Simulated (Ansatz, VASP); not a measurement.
## Two plane-wave programs on BaF2

```xyz
3
Lattice="0.0000 3.1383 3.1383 3.1383 0.0000 3.1383 3.1383 3.1383 0.0000" Properties=species:S:1:pos:R:3 pbc="T T T"
Ba    0.0000    0.0000    0.0000
F     1.5692    1.5692    1.5692
F     4.7075    4.7075    4.7075
```

Alike in both runs: functional r2SCAN; k mesh 8 × 8 × 8; occupations fermi-dirac, width 0.02 eV; no spin polarisation.

Ansatz relaxed the structure, and its values are those at the end. VASP's run is a single point on that final structure, the one shown.

|  | VASP | Ansatz |
| --- | --- | --- |
| version | VASP 6.6.1 | Ansatz 0.2.0 |
| potentials or method | VASP PAW PBE potentials, release 64 (Ba_sv, F), cutoff 660 eV | PAW plane waves |
| valence electrons in the cell | 24 | 24 |

```tsv
	VASP	Ansatz	Ansatz less VASP
gap on the k mesh at the Fermi level (eV)	7.18	7.25	+0.068
pressure (GPa)	-1.5	-2.2	-0.72
```

VASP's potentials were made for PBE, not for r2SCAN. With one functional, cell and mesh, what is left measures potentials, basis and numerics. Ansatz's warnings: stress scf threshold loose.

Spin-orbit coupling is off throughout.
